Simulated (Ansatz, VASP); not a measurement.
**ZrN: VASP beside Ansatz**

```xyz
6
Lattice="3.2490 0.0000 0.0000 0.0000 3.2490 0.0000 0.0000 0.0000 20.5947" Properties=species:S:1:pos:R:3 pbc="T T T"
Zr    0.8122    0.8122    8.0000
Zr    2.4367    2.4367   10.2973
Zr    0.8122    0.8122   12.5947
N     2.4367    2.4367    8.0000
N     0.8122    0.8122   10.2973
N     2.4367    2.4367   12.5947
```

Alike in both runs: task single point; functional PBE; k mesh 10 × 10 × 1; occupations fermi-dirac, width 0.05 eV; no spin polarisation; Hubbard terms Zr d U = 3.0 eV.

```csv
,VASP,Ansatz
version,VASP 6.6.1,Ansatz 0.2.0
potentials or method,"VASP PAW PBE potentials, release 64 (Zr_sv, N), cutoff 520 eV","all-electron LAPW, scalar-relativistic"
```

Ansatz gave:

* gap on the k mesh at the Fermi level (eV): none
* rms of the force components (eV/Å): 0.434

Which values does VASP return?

gap on the k mesh at the Fermi level (eV): none; rms of the force components (eV/Å): 0.399.

The programs project onto different local orbitals, so the same U acts differently, and such runs can settle in different states. A gap of «none» marks a metal or a gap that the smearing closes. Ansatz ran all-electron here, and VASP with PAW potentials. Ansatz's warnings: filled band counts differ across k points, vacuum below fermi, vacuum density over bound.
